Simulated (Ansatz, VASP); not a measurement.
## Cu: VASP beside Ansatz

INCAR

```
  PREC = Accurate
  ENCUT = 520
  EDIFF = 1E-7
  ISMEAR = 0
  SIGMA = 0.02
  LREAL = False
  LASPH = True
  NELM = 60
  ALGO = Normal
  ISIF = 2
  LWAVE = False
  LCHARG = False
  GGA = PE
  NBANDS = 12
```

File KPOINTS:

```
Automatic mesh
0
Gamma
  13 13 13
```

File POSCAR:

```
Cu
1.0
   -1.4427933200      1.4427933200      1.3760814500
    1.4427933200     -1.4427933200      1.3760814500
    1.4427933200      1.4427933200     -1.3760814500
Cu
1
Direct
    0.0000000000      0.0000000000      0.0000000000
```

The input input.yaml:

```yaml
crystal:
  lattice:
    - [-1.44279332, 1.44279332, 1.37608145]
    - [1.44279332, -1.44279332, 1.37608145]
    - [1.44279332, 1.44279332, -1.37608145]
  atoms:
    - { symbol: Cu, position: [0.0, 0.0, 0.0] }
kpoints:
  mp_grid: { grid: [13, 13, 13] }
scf:
  occupations: { method: gaussian, width: 0.02 }
hamiltonian:
  xc: pbe
  pseudopotentials: { kind: all_electron, lapw: { basis_error: 0.001 } }
output:
  forces: true
  stress: true
  eigenvalues: true
```

Alike in both runs: task single point; functional PBE; k mesh 13 × 13 × 13; occupations gaussian, width 0.02 eV; no spin polarisation.

|  | VASP | Ansatz |
| --- | --- | --- |
| version | VASP 6.6.1 | Ansatz 0.2.0 |
| potentials or method | VASP PAW PBE potentials, release 64 (Cu), cutoff 520 eV | all-electron LAPW, scalar-relativistic |

```tsv
	VASP	Ansatz	Ansatz less VASP
gap on the k mesh at the Fermi level (eV)	none	none	-
pressure (GPa)	7.8	7.2	-0.59
traceless stress, the component that is largest in VASP (GPa)	-0.03	0.19	+0.229
```

A gap of «none» marks a metal or a gap that the smearing closes. Ansatz ran all-electron here, and VASP with PAW potentials.
